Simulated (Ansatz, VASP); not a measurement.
Two plane-wave programs on ZrO2

```
CELL_PARAMETERS angstrom
0.00000 2.53212 2.53212
2.53212 0.00000 2.53212
2.53212 2.53212 0.00000
ATOMIC_POSITIONS crystal
Zr 0.00000 0.00000 0.00000
O 0.25000 0.25000 0.25000
O 0.75000 0.75000 0.75000
```

Alike in both runs: task single point; functional PBEsol; k mesh 12 × 12 × 12; occupations gaussian, width 0.02 eV; no spin polarisation.

|  | VASP | Ansatz |
| --- | --- | --- |
| version | VASP 6.6.1 | Ansatz 0.2.0 |
| potentials or method | VASP PAW PBE potentials, release 64 (Zr_sv, O), cutoff 600 eV | scalar-relativistic, plane waves, PAW |
| valence electrons in the cell | 24 | 24 |

```tsv
	VASP	Ansatz	Ansatz less VASP
gap on the k mesh at the Fermi level (eV)	3.32	3.33	+0.008
least direct gap on the mesh (eV)	3.76	3.76	+0.003
pressure (GPa)	0.2	0.0	-0.22
```

VASP's potentials were made for PBE, not for PBEsol, and Ansatz warns of the same on its side.
